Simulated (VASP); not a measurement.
# TiIn2 (Fm-3m) in VASP: single point with PBE

Aim: the single point of TiIn2 with PBE.

Everything below comes from runs of VASP 6.6.1. Logs are shortened: lines on timing, memory, paths and dates and some standing lists are left out, and cuts for length are marked.

## 1. The cell of the first run

The structure is cubic, space group Fm-3m (No. 225). The conventional cell has a = 6.666 Å, b = 6.666 Å, c = 6.666 Å, α = 90.00°, β = 90.00°, γ = 90.00°. Within 3.8 Å of Ti (site symmetry m-3m) lie 8 In at 2.89 Å. Within 3.8 Å of In (site symmetry -43m) lie 4 Ti at 2.89 Å and 6 In at 3.33 Å.

The cell was generated, and may not be a known phase.

## 2. Single point, PBE

Input file INCAR:

```
SYSTEM = TiIn2
ALGO = All
EDIFF = 1E-6
ENCUT = 550
GGA = PE
GGA_COMPAT = .FALSE.
ISEARCH = 1
ISIF = 2
ISMEAR = 0
KPAR = 4
LASPH = .TRUE.
LCHARG = .FALSE.
LREAL = .FALSE.
LWAVE = .FALSE.
NBANDS = 26
NELM = 300
PREC = Accurate
SIGMA = 0.1
```

Input file KPOINTS:

```
k-points
0
G
  12 12 12
  0 0 0
```

Input file POSCAR:

```
TiIn2
1.0
    0.0000000000      3.3327859451      3.3327859451
    3.3327859451      0.0000000000      3.3327859451
    3.3327859451      3.3327859451      0.0000000000
Ti In
1 2
Direct
    0.5000000000      0.5000000000      0.5000000000
    0.2500000000      0.2500000000      0.2500000000
    0.7500000000      0.7500000000      0.7500000000
```

Potentials or basis: VASP PAW PBE potentials, release 64 (Ti_sv, In_d).

The run is started by

```
$ cat potpaw_PBE.64/Ti_sv/POTCAR potpaw_PBE.64/In_d/POTCAR > POTCAR
$ mpirun -np 4 vasp_std > vasp.out
```

OUTCAR:

```text
SYSTEM = TiIn2
   EDIFF = 1E-6
   ENCUT = 550
   GGA = PE
   ISIF = 2
   ISMEAR = 0
   LASPH = .TRUE.
   LREAL = .FALSE.
   NELM = 300
   PREC = Accurate

 ion  position               nearest neighbor table
   1  0.500  0.500  0.500-   2 2.89   3 2.89   2 2.89   2 2.89   2 2.89   3 2.89   3 2.89   3 2.89

   2  0.250  0.250  0.250-   1 2.89   1 2.89   1 2.89   1 2.89   3 3.33   3 3.33   3 3.33   3 3.33
                             3 3.33   3 3.33
   3  0.750  0.750  0.750-   1 2.89   1 2.89   1 2.89   1 2.89   2 3.33   2 3.33   2 3.33   2 3.33
                             2 3.33   2 3.33

  LATTYP: Found a face centered cubic cell.
 ALAT       =     6.6655718902

  Lattice vectors:

 A1 = (   0.0000000000,   3.3327859451,   3.3327859451)
 A2 = (   3.3327859451,   0.0000000000,   3.3327859451)
 A3 = (   3.3327859451,   3.3327859451,   0.0000000000)

Analysis of symmetry for initial positions (statically):
=====================================================================
 Subroutine PRICEL returns:
 Original cell was already a primitive cell.

 Routine SETGRP: Setting up the symmetry group for a
 face centered cubic supercell.

 Subroutine GETGRP returns: Found 48 space group operations
 (whereof 48 operations were pure point group operations)
 out of a pool of 48 trial point group operations.

The static configuration has the point symmetry O_h .

Analysis of symmetry for dynamics (positions and initial velocities):
=====================================================================
 Subroutine PRICEL returns:
 Original cell was already a primitive cell.

 Routine SETGRP: Setting up the symmetry group for a
 face centered cubic supercell.

 Subroutine GETGRP returns: Found 48 space group operations
 (whereof 48 operations were pure point group operations)
 out of a pool of 48 trial point group operations.

The dynamic configuration has the point symmetry O_h .

 Subroutine INISYM returns: Found 48 space group operations
 (whereof 48 operations are pure point group operations),
 and found     1 'primitive' translations

----------------------------------------------------------------------------------------

                                     Primitive cell

  volume of cell :      74.0376

  direct lattice vectors                    reciprocal lattice vectors
     0.000000000  3.332785945  3.332785945    -0.150024637  0.150024637  0.150024637
     3.332785945  0.000000000  3.332785945     0.150024637 -0.150024637  0.150024637
     3.332785945  3.332785945  0.000000000     0.150024637  0.150024637 -0.150024637

  length of vectors
     4.713271084  4.713271084  4.713271084     0.259850293  0.259850293  0.259850293

  position of ions in fractional coordinates (direct lattice)
     0.500000000  0.500000000  0.500000000
     0.250000000  0.250000000  0.250000000
     0.750000000  0.750000000  0.750000000

  ion indices of the primitive-cell ions
   primitive index   ion index
                 1           1
                 2           2
                 3           3

----------------------------------------------------------------------------------------

 KPOINTS: k-points

Automatic generation of k-mesh.
 Grid dimensions read from file:
 generate k-points for:   12   12   12

 Generating k-lattice:

  Cartesian coordinates                     Fractional coordinates (reciprocal lattice)
    -0.012502053  0.012502053  0.012502053     0.083333333  0.000000000  0.000000000
     0.012502053 -0.012502053  0.012502053     0.000000000  0.083333333  0.000000000
     0.012502053  0.012502053 -0.012502053     0.000000000  0.000000000  0.083333333

  Length of vectors
     0.021654191  0.021654191  0.021654191

  Shift w.r.t. Gamma in fractional coordinates (k-lattice)
     0.000000000  0.000000000  0.000000000

 Subroutine IBZKPT returns following result:
 ===========================================

 Found     72 irreducible k-points:

 Following reciprocal coordinates:
            Coordinates               Weight
  0.000000  0.000000  0.000000      1.000000
  0.083333  0.000000  0.000000      8.000000
  0.166667  0.000000  0.000000      8.000000
  0.250000  0.000000  0.000000      8.000000
  0.333333  0.000000  0.000000      8.000000
  0.416667  0.000000  0.000000      8.000000
[... 16 lines left out ...]
  0.500000  0.166667  0.000000     24.000000
 -0.416667  0.166667  0.000000     24.000000
 [... further k-points ...]
   k-points           NKPTS =     72   k-points in BZ     NKDIM =     72   number of bands    NBANDS=     26
   number of dos      NEDOS =    301   number of ions     NIONS =      3
   total plane-waves  NPLWV =  46656
   dimension x,y,z NGX =    36 NGY =   36 NGZ =   36
   dimension x,y,z NGXF=    72 NGYF=   72 NGZF=   72
   ions per type =               1   2
   NGX,Y,Z   is equivalent  to a cutoff of  12.70, 12.70, 12.70 a.u.
   NGXF,Y,Z  is equivalent  to a cutoff of  25.40, 25.40, 25.40 a.u.
 SYSTEM =  TiIn2
   PREC   = accura    normal or accurate (medium, high low for compatibility)
   ISTART =      0    job   : 0-new  1-cont  2-samecut
   ICHARG =      2    charge: 1-file 2-atom 10-const
   ISPIN  =      1    spin polarized calculation?
   LNONCOLLINEAR =      F non collinear calculations
   LSORBIT =      F    spin-orbit coupling
   LASPH  =      T    aspherical Exc in radial PAW
   ENCUT  =  550.0 eV  40.42 Ry    6.36 a.u.   9.01  9.01  9.01*2*pi/ulx,y,z
   NELM   =    300;   NELMIN=  2; NELMDL= -5     # of ELM steps
   EDIFF  = 0.1E-05   stopping-criterion for ELM
   LREAL  =      F    real-space projection
   EDIFFG = 0.1E-04   stopping-criterion for IOM
   NSW    =      0    number of steps for IOM
   IBRION =     -1    ionic relax: 0-MD 1-quasi-New 2-CG
   NFREE  =      0    steps in history (QN), initial steepest desc. (CG)
   ISIF   =      2    stress and relaxation
   ISYM   =      2    0-nonsym 1-usesym 2-fastsym
   POTIM  = 0.5000    time-step for ionic-motion
   TEBEG  =    0.0;   TEEND  =   0.0 temperature during run
   PSTRESS=    0.0 pullay stress
   NELECT =      38.0000    total number of electrons
   NUPDOWN=      -1.0000    fix difference up-down
   EMIN   =  10.00;   EMAX   =-10.00  energy-range for DOS
   EFERMI =   0.00;   METHOD = LEGACY
   ISMEAR =     0;   SIGMA  =   0.10  broadening in eV -4-tet -1-fermi 0-gaus
   EFERMI_NEDOS =   21; number of points for ismear=-14 and -15
   IALGO  =     58    algorithm
   IMIX   =      4    mixing-type and parameters
     AMIX     =   0.40;   BMIX     =  1.00
     AMIX_MAG =   1.60;   BMIX_MAG =  1.00
  volume/ion in A,a.u.               =      24.68       166.54
  Fermi-wavevector in a.u.,A,eV,Ry     =   1.310746  2.476951 23.375566  1.718056
  Thomas-Fermi vector in A             =   2.441255
   LORBIT       =      0    0 simple, 1 ext, 2 COOP (PROOUT), +10 PAW based schemes
   GGA     = PE    functional components
   LHFCALC =     F    Hartree Fock is set to
   AEXX    =    0.0000 exact exchange contribution
   IVDW    =     0    specifies the selected vdW correction
   LEPSILON=     F    determine dielectric tensor
   LRPA    =     F    only Hartree local field effects (RPA)
 non-spin polarized calculation
 Gauss-broadening in eV      SIGMA  =   0.10
  energy-cutoff  :      550.00
  volume of cell :       74.04
 maximum number of plane-waves:      2200
   NGX = 17   NGY = 17   NGZ = 17

 number of electron      38.0000017 magnetization

 Free energy of the ion-electron system (eV)
  ---------------------------------------------------
  ext. energy  EPLUGINS =         0.00000000
  ---------------------------------------------------
  free energy    TOTEN  =       -12.28701778 eV

  energy without entropy =      -12.27417947  energy(sigma->0) =      -12.28059862

 E-fermi :   6.8994     XC(G=0): -10.1594

 val. band max:        6.8902260059   @ k =  -0.1667   0.1667   0.0000
 cond. band min:       6.9041629836   @ k =   0.1667   0.1667   0.0000
 fundamental gap:      0.0139369777
 Fermi energy:         6.8993814092

 k-point     1 :       0.0000    0.0000    0.0000
  band No.  band energies     occupation
      1     -50.4760      2.00000
      2     -26.7534      2.00000
      3     -26.7534      2.00000
      4     -26.7534      2.00000
      5      -7.5927      2.00000
      6      -7.5927      2.00000
[... 18 lines left out ...]
     25      11.8871      0.00000
     26      12.4617      0.00000

 k-point     2 :       0.0833    0.0000    0.0000
  band No.  band energies     occupation
      1     -50.4760      2.00000
      2     -26.7536      2.00000
      3     -26.7534      2.00000
      4     -26.7534      2.00000
      5      -7.5844      2.00000
      6      -7.5844      2.00000
[... 18 lines left out ...]
     25      12.0193      0.00000
     26      12.1110      0.00000

 k-point     3 :       0.1667    0.0000    0.0000
  band No.  band energies     occupation
      1     -50.4760      2.00000
      2     -26.7541      2.00000
      3     -26.7534      2.00000
      4     -26.7534      2.00000
      5      -7.5599      2.00000
      6      -7.5599      2.00000
[... 18 lines left out ...]
     25      11.7061      0.00000
     26      11.8802      0.00000

 k-point     4 :       0.2500    0.0000    0.0000
  band No.  band energies     occupation
      1     -50.4759      2.00000
      2     -26.7548      2.00000
      3     -26.7535      2.00000
      4     -26.7535      2.00000
      5      -7.5207      2.00000
      6      -7.5207      2.00000
[... 18 lines left out ...]
     25      11.3334      0.00000
     26      11.7839      0.00000
[... 496 lines left out ...]
      1     -50.4759      2.00000
      2     -26.7556      2.00000
      3     -26.7539      2.00000
      4     -26.7537      2.00000
      5      -7.5078      2.00000
      6      -7.4661      2.00000
[... 18 lines left out ...]
     25      12.1415      0.00000
     26      12.6518      0.00000

 k-point    23 :       0.5000    0.1667    0.0000
  band No.  band energies     occupation
      1     -50.4758      2.00000
      2     -26.7559      2.00000
      3     -26.7541      2.00000
      4     -26.7537      2.00000
      5      -7.4578      2.00000
      6      -7.4406      2.00000
[... 18 lines left out ...]
     25      11.9635      0.00000
     26      12.4090      0.00000

 k-point    24 :      -0.4167    0.1667    0.0000
  band No.  band energies     occupation
      1     -50.4758      2.00000
      2     -26.7559      2.00000
      3     -26.7542      2.00000
      4     -26.7537      2.00000
      5      -7.4383      2.00000
      6      -7.4124      2.00000
[... 18 lines left out ...]
     25      11.6246      0.00000
     26      12.1650      0.00000

 [... further k-points ...]
[... 5 lines left out ...]
  --------------------------------------------------------------------------------------
  -------------------------------------------------------------------------------------
  Total        0.0097378      0.0097378      0.0097378      0.0000000      0.0000000      0.0000000
  in kB        0.2107267      0.2107267      0.2107267      0.0000000      0.0000000      0.0000000
  external PRESSURE =       0.2107267 kB  Pullay stress =       0.0000000 kB

 VOLUME and BASIS-vectors are now :
 -----------------------------------------------------------------------------
  energy-cutoff  :      550.00
  volume of cell :       74.04
      direct lattice vectors                 reciprocal lattice vectors
     0.000000000  3.332785945  3.332785945    -0.150024637  0.150024637  0.150024637
     3.332785945  0.000000000  3.332785945     0.150024637 -0.150024637  0.150024637
     3.332785945  3.332785945  0.000000000     0.150024637  0.150024637 -0.150024637

 POSITION                                       TOTAL-FORCE (eV/Angst)
 -----------------------------------------------------------------------------------
      3.33279      3.33279      3.33279         0.000000     -0.000000     -0.000000
      1.66639      1.66639      1.66639         0.000000      0.000000      0.000000
      4.99918      4.99918      4.99918        -0.000000     -0.000000     -0.000000
 -----------------------------------------------------------------------------------
    total drift:                                0.000000      0.000000      0.000000

  FREE ENERGIE OF THE ION-ELECTRON SYSTEM (eV)
  ---------------------------------------------------
  free  energy   TOTEN  =       -12.2870177760 eV

  energy  without entropy=      -12.2741789315  energy(sigma->0) =      -12.28059835
```

Run time: 54 s. Hardware: 4 MPI ranks of Intel Xeon Platinum 8259CL at 2.50GHz (Skylake/Cascade Lake), shared host; peak memory 0.41 GiB.

Results:

```yaml
Free_energy: -12.2870 eV
Pressure: 0.0 GPa
Band_gap_on_the_k_mesh: zero (bands 19 and 20 overlap by 0.78 eV)
```

Caveat: spin-orbit coupling is left out, which moves the levels of the heavy elements.
